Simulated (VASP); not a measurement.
Runs of VASP 6.6.1 on Mg. The structure is that of space group P6_3/mmc (No. 194), or close to it. The cells are those of the table. 

```csv
cell,gap on the mesh (eV),pressure (GPa)
"a = 2.940, b = 2.940, c = 4.749 Å, angles 90.0, 90.0, 120.0°, 2 atoms",none,(b)
"a = 3.043, b = 3.043, c = 4.917 Å, angles 90.0, 90.0, 120.0°, 2 atoms",none,6.7
"a = 3.135, b = 3.135, c = 5.068 Å, angles 90.0, 90.0, 120.0°, 2 atoms",none,1.7
"a = 3.158, b = 3.158, c = 5.106 Å, angles 90.0, 90.0, 120.0°, 2 atoms",none,(a)
"a = 3.183, b = 3.183, c = 5.149 Å, angles 90.0, 90.0, 120.0°, 2 atoms",none,-0.3
"a = 3.095, b = 3.095, c = 5.002 Å, angles 90.0, 90.0, 120.0°, 2 atoms",none,3.7
"a = 3.000, b = 3.000, c = 4.847 Å, angles 90.0, 90.0, 120.0°, 2 atoms",none,9.7
```

Alike in all rows: task single point; level r2SCAN; potentials or basis VASP PAW PBE potentials, release 64 (Mg); no spin polarisation; k mesh 18 × 18 × 10; cutoff (eV) 520; smearing fermi-dirac 0.1 eV.

Fill in the values left out.

(a) 0.7; (b) 14.7.

Caveats: the PAW data sets were made with another functional, which shifts forces and pressure a little; the cell stands under pressure (at least some runs).

A gap of «none» marks levels without a gap at the run's occupations.
